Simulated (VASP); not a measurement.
# Si (I4/mmm) in VASP: notebook

The runs below take Si through single point, with LDA.

Everything below comes from runs of VASP 6.6.1. Logs are shortened: lines on timing, memory, paths and dates and some standing lists are left out, and cuts for length are marked.

## Step 1: The cell of the first run

Symmetry: I4/mmm, No. 139, tetragonal system. Conventional cell: a = 3.275 Å, b = 3.275 Å, c = 2.658 Å, α = 90.00°, β = 90.00°, γ = 90.00°. Within 3.5 Å of Si (site symmetry 4/mmm) lie 14 Si at 2.66 to 3.28 Å.

## Step 2: Single point, LDA

INCAR reads:

```
PREC = Accurate ; ENCUT = 520
EDIFF = 1E-7 ; ISMEAR = 1
SIGMA = 0.15 ; LREAL = F
LASPH = T ; NELM = 100
ALGO = Normal ; ISIF = 2
LWAVE = F ; LCHARG = F
NBANDS = 8
```

KPOINTS reads:

```
Automatic mesh
0
Gamma
  14 14 14
```

POSCAR reads:

```
Si
1.0
   -1.6376845524      1.6376845524      1.3290741621
    1.6376845524     -1.6376845524      1.3290741621
    1.6376845524      1.6376845524     -1.3290741621
Si
1
Direct
    0.0000000000      0.0000000000      0.0000000000
```

Potentials or basis: VASP PAW LDA potentials, release 64 (Si).

On the command line:

```sh
> cat potpaw_LDA.64/Si/POTCAR > POTCAR
> mpirun -np 1 vasp_std > vasp.out
```

OUTCAR:

```text
PREC = Accurate
   ENCUT = 520
   EDIFF = 1E-7
   ISMEAR = 1
   LREAL = F
   LASPH = T
   NELM = 100
   ISIF = 2

 ion  position               nearest neighbor table
   1  0.000  0.000  0.000-

  LATTYP: Found a body centered tetragonal cell.
 ALAT       =     3.2753691048
 C/A-ratio  =     0.8115568778

  Lattice vectors:

 A1 = (  -1.6376845524,   1.6376845524,   1.3290741621)
 A2 = (   1.6376845524,  -1.6376845524,   1.3290741621)
 A3 = (   1.6376845524,   1.6376845524,  -1.3290741621)

Analysis of symmetry for initial positions (statically):
=====================================================================
 Subroutine PRICEL returns:
 Original cell was already a primitive cell.

 Routine SETGRP: Setting up the symmetry group for a
 body centered tetragonal supercell.

 Subroutine GETGRP returns: Found 16 space group operations
 (whereof 16 operations were pure point group operations)
 out of a pool of 16 trial point group operations.

The static configuration has the point symmetry D_4h.

Analysis of symmetry for dynamics (positions and initial velocities):
=====================================================================
 Subroutine PRICEL returns:
 Original cell was already a primitive cell.

 Routine SETGRP: Setting up the symmetry group for a
 body centered tetragonal supercell.

 Subroutine GETGRP returns: Found 16 space group operations
 (whereof 16 operations were pure point group operations)
 out of a pool of 16 trial point group operations.

The dynamic configuration has the point symmetry D_4h.

 Subroutine INISYM returns: Found 16 space group operations
 (whereof 16 operations are pure point group operations),
 and found     1 'primitive' translations

----------------------------------------------------------------------------------------

                                     Primitive cell

  volume of cell :      14.2584

  direct lattice vectors                    reciprocal lattice vectors
    -1.637684552  1.637684552  1.329074162     0.000000000  0.305309102  0.376201731
     1.637684552 -1.637684552  1.329074162     0.305309102  0.000000000  0.376201731
     1.637684552  1.637684552 -1.329074162     0.305309102  0.305309102  0.000000000

  length of vectors
     2.670292028  2.670292028  2.670292028     0.484501176  0.484501176  0.431772273

  position of ions in fractional coordinates (direct lattice)
     0.000000000  0.000000000  0.000000000
[... 71 lines left out ...]
   LNONCOLLINEAR =      F non collinear calculations
   LSORBIT =      F    spin-orbit coupling
   LASPH  =      T    aspherical Exc in radial PAW
   ENCUT  =  520.0 eV  38.22 Ry    6.18 a.u.   4.96  4.96  4.96*2*pi/ulx,y,z
   NELM   =    100;   NELMIN=  2; NELMDL= -5     # of ELM steps
   EDIFF  = 0.1E-06   stopping-criterion for ELM
   LREAL  =      F    real-space projection
   EDIFFG = 0.1E-05   stopping-criterion for IOM
   NSW    =      0    number of steps for IOM
   IBRION =     -1    ionic relax: 0-MD 1-quasi-New 2-CG
   NFREE  =      0    steps in history (QN), initial steepest desc. (CG)
   ISIF   =      2    stress and relaxation
   ISYM   =      2    0-nonsym 1-usesym 2-fastsym
   POTIM  = 0.5000    time-step for ionic-motion
   TEBEG  =    0.0;   TEEND  =   0.0 temperature during run
   PSTRESS=    0.0 pullay stress
   NELECT =       4.0000    total number of electrons
   NUPDOWN=      -1.0000    fix difference up-down
   EMIN   =  10.00;   EMAX   =-10.00  energy-range for DOS
   EFERMI =   0.00;   METHOD = LEGACY
   ISMEAR =     1;   SIGMA  =   0.15  broadening in eV -4-tet -1-fermi 0-gaus
   EFERMI_NEDOS =   21; number of points for ismear=-14 and -15
   IALGO  =     38    algorithm
   IMIX   =      4    mixing-type and parameters
     AMIX     =   0.40;   BMIX     =  1.00
     AMIX_MAG =   1.60;   BMIX_MAG =  1.00
  volume/ion in A,a.u.               =      14.26        96.22
  Fermi-wavevector in a.u.,A,eV,Ry     =   1.071696  2.025212 15.626729  1.148532
  Thomas-Fermi vector in A             =   2.207444
   LORBIT       =      0    0 simple, 1 ext, 2 COOP (PROOUT), +10 PAW based schemes
   GGA     = CA    functional components
   LHFCALC =     F    Hartree Fock is set to
   AEXX    =    0.0000 exact exchange contribution
   IVDW    =     0    specifies the selected vdW correction
   LEPSILON=     F    determine dielectric tensor
   LRPA    =     F    only Hartree local field effects (RPA)
 non-spin polarized calculation
 Methfessel and Paxton  Order N= 1 SIGMA  =   0.15
  energy-cutoff  :      520.00
  volume of cell :       14.26
 maximum number of plane-waves:       396
   NGX =  9   NGY =  9   NGZ =  9

 number of electron       4.0000000 magnetization

 Free energy of the ion-electron system (eV)
  ---------------------------------------------------
  ext. energy  EPLUGINS =         0.00000000
  ---------------------------------------------------
  free energy    TOTEN  =        -5.55929378 eV

  energy without entropy =       -5.55936902  energy(sigma->0) =       -5.55931886

 E-fermi :  10.3285     XC(G=0): -11.3138

 val. band max:       10.3220509571   @ k =  -0.3571  -0.3571   0.3571
 cond. band min:      10.3540526091   @ k =  -0.4286   0.1429   0.0000
 fundamental gap:      0.0320016520
 Fermi energy:        10.3285388888

 k-point     1 :       0.0000    0.0000    0.0000
  band No.  band energies     occupation
      1      -4.2278      2.00000
      2      19.8189      0.00000
      3      20.1006      0.00000
      4      20.1006      0.00000
      5      23.1635      0.00000
      6      23.6500      0.00000
      7      25.3408      0.00000
      8      25.3408      0.00000
[... 243 lines left out ...]
 k-point    24 :       0.2857    0.1429   -0.0000
  band No.  band energies     occupation
      1       0.8584      2.00000
      2       9.1094      2.00000
      3      12.7502     -0.00000
      4      15.1519      0.00000
      5      20.1099      0.00000
      6      22.2973      0.00000
      7      25.1823      0.00000
      8      29.8131      0.00000

 [... further k-points ...]
[... 5 lines left out ...]
  --------------------------------------------------------------------------------------
  -------------------------------------------------------------------------------------
  Total       -0.1337920     -0.1337920     -0.3048607      0.0000000      0.0000000      0.0000000
  in kB      -15.0338801    -15.0338801    -34.2564420      0.0000000      0.0000000      0.0000000
  external PRESSURE =     -21.4414007 kB  Pullay stress =       0.0000000 kB

 VOLUME and BASIS-vectors are now :
 -----------------------------------------------------------------------------
  energy-cutoff  :      520.00
  volume of cell :       14.26
      direct lattice vectors                 reciprocal lattice vectors
    -1.637684552  1.637684552  1.329074162     0.000000000  0.305309102  0.376201731
     1.637684552 -1.637684552  1.329074162     0.305309102  0.000000000  0.376201731
     1.637684552  1.637684552 -1.329074162     0.305309102  0.305309102  0.000000000

 POSITION                                       TOTAL-FORCE (eV/Angst)
 -----------------------------------------------------------------------------------
      0.00000      0.00000      0.00000         0.000000      0.000000     -0.000000
 -----------------------------------------------------------------------------------
    total drift:                                0.000000      0.000000      0.000000

  FREE ENERGIE OF THE ION-ELECTRON SYSTEM (eV)
  ---------------------------------------------------
  free  energy   TOTEN  =        -5.5592937813 eV

  energy  without entropy=       -5.5593690233  energy(sigma->0) =       -5.55931886
```

It took 6.7 s on 1 thread of Intel Xeon 6975P-C (Granite Rapids), shared host; peak memory 0.13 GiB.

What came out:

| Item | Value |
| --- | --- |
| Free energy | -5.5593 eV |
| Pressure | -2.1 GPa |
| Band gap on the k mesh | zero (band 2 reaches 19.82 eV, above the bottom of band 3 at 6.95 eV) |

Levels at points of the mesh, in eV from the Fermi level:
```csv
k point,band 1,band 2,band 3,band 4,band 5,band 6
"(0.00, 0.00, 0.00)",-14.56,9.49,9.77,9.77,12.83,13.32
"(0.50, 0.00, 0.00)",-6.35,-6.09,4.60,6.30,6.38,9.10
"(0.50, 0.50, 0.00)",-8.51,-7.28,8.70,11.32,11.36,11.63
"(0.50, 0.50, 0.50)",-2.40,-2.40,-1.63,1.25,4.01,6.42
```

## Step 3: Single point, LDA

This run uses another cell than the first one, of 14.54 Å³/atom, 1.020 times its volume.

INCAR reads:

```
SYSTEM = Si
ALGO = Normal ; EDIFF = 1E-7
ENCUT = 520 ; GGA = CA
ISIF = 2 ; ISMEAR = 1
LASPH = .True. ; LCHARG = .False.
LREAL = .False. ; LWAVE = .False.
NBANDS = 8 ; NELM = 80
PREC = Accurate ; SIGMA = 0.15
```

KPOINTS reads:

```
k-points
0
Gamma
  14 14 14
  0 0 0
```

POSCAR reads:

```
Si
1.0
   -1.6483191657      1.6483191657      1.3377047556
    1.6483191657     -1.6483191657      1.3377047556
    1.6483191657      1.6483191657     -1.3377047556
Si
1
Direct
    0.0000000000      0.0000000000      0.0000000000
```

Potentials or basis: VASP PAW LDA potentials, release 64 (Si).

On the command line:

```sh
> cat potpaw_LDA.64/Si/POTCAR > POTCAR
> mpirun -np 1 vasp_std > vasp.out
```

Wall time 6.6 s (1 thread of Intel Xeon 6975P-C (Granite Rapids), shared host); peak memory 0.13 GiB.

The run converged. Its results:

| Item | Value |
| --- | --- |
| Free energy | -5.5543 eV |
| Pressure | -3.6 GPa |
| Band gap on the k mesh | zero (band 2 reaches 19.52 eV, above the bottom of band 3 at 6.72 eV) |

Stress tensor (GPa, compression positive):
```
-2.77  0.00  0.00
 0.00 -2.77  0.00
 0.00  0.00 -5.32
```

Levels at points of the mesh, in eV from the Fermi level:
| k point | band 1 | band 2 | band 3 | band 4 | band 5 | band 6 |
| --- | --- | --- | --- | --- | --- | --- |
| (0.00, 0.00, 0.00) | -14.37 | 9.46 | 9.59 | 9.59 | 12.75 | 13.03 |
| (0.50, 0.00, 0.00) | -6.24 | -6.05 | 4.52 | 6.28 | 6.32 | 8.97 |
| (0.50, 0.50, 0.00) | -8.44 | -7.14 | 8.53 | 11.10 | 11.31 | 11.54 |
| (0.50, 0.50, 0.50) | -2.35 | -2.35 | -1.70 | 1.34 | 3.95 | 6.35 |

## Step 4: Single point, LDA

This run uses another cell than the first one, of 14.82 Å³/atom, 1.039 times its volume.

INCAR reads:

```
SYSTEM = Si
PREC     = Accurate       ! precision mode
ENCUT    = 520            ! plane-wave cutoff, eV
EDIFF    = 1E-6           ! SCF threshold, eV
ISMEAR   = 1              ! smearing method
SIGMA    = 0.15           ! smearing width, eV
LREAL    = .False.        ! projectors in reciprocal space
LASPH    = .True.         ! aspherical terms in the spheres
NELM     = 100            ! most SCF steps
ALGO     = Normal         ! electronic algorithm
ISIF     = 2              ! what is computed and relaxed
LWAVE    = .False.        ! write WAVECAR
LCHARG   = .True.         ! write CHGCAR
GGA      = CA             ! functional
LELF     = .True.         ! ELF
LVHAR    = .True.       
NBANDS   = 8              ! bands
```

KPOINTS reads:

```
regular mesh
0
Gamma
  14 14 14
  0 0 0
```

POSCAR reads:

```
Si
1.0
   -1.6588182969      1.6588182969      1.3462253978
    1.6588182969     -1.6588182969      1.3462253978
    1.6588182969      1.6588182969     -1.3462253978
Si
1
Direct
    0.0000000000      0.0000000000      0.0000000000
```

On the command line:

```sh
> cat potpaw_LDA.64/Si/POTCAR > POTCAR
> mpirun -np 1 vasp_std > vasp.out
```

Run time: 7 s. Hardware: 1 thread of Intel Xeon 6975P-C (Granite Rapids), shared host; peak memory 0.13 GiB.

It converged, with:

```yaml
Free_energy: -5.5468 eV
Pressure: -5.0 GPa
Band_gap_on_the_k_mesh: zero (band 2 reaches 19.21 eV, above the bottom of band 3 at 6.51 eV)
```

Stress tensor (GPa, compression positive):
```
-4.00  0.00  0.00
 0.00 -4.00  0.00
 0.00  0.00 -6.94
```

Levels at points of the mesh, in eV from the Fermi level:
| k point | band 1 | band 2 | band 3 | band 4 | band 5 | band 6 | band 7 |
| --- | --- | --- | --- | --- | --- | --- | --- |
| (0.00, 0.00, 0.00) | -14.19 | 9.41 | 9.41 | 9.43 | 12.67 | 12.75 | 14.79 |
| (0.50, 0.00, 0.00) | -6.12 | -6.02 | 4.44 | 6.18 | 6.33 | 8.86 | 18.05 |
| (0.50, 0.50, 0.00) | -8.37 | -7.01 | 8.37 | 10.88 | 11.25 | 11.45 | 16.76 |
| (0.50, 0.50, 0.50) | -2.31 | -2.31 | -1.77 | 1.43 | 3.88 | 6.29 | 24.27 |

## Step 5: The runs side by side

```tsv
cell	gap on the mesh (eV)	pressure (GPa)
a = 2.670 Å, angles 104.3, 104.3, 120.3°, 1 atom	none	-2.1
a = 2.688 Å, angles 104.3, 104.3, 120.3°, 1 atom	none	-3.6
a = 2.705 Å, angles 104.3, 104.3, 120.3°, 1 atom	none	-5.0
```

Alike in all rows: task single point; level LDA; potentials or basis VASP PAW LDA potentials, release 64 (Si); no spin polarisation; k mesh 14 × 14 × 14; cutoff (eV) 520; smearing methfessel-paxton 0.15 eV.

Absolute energies hang on the potentials; compare differences alone.
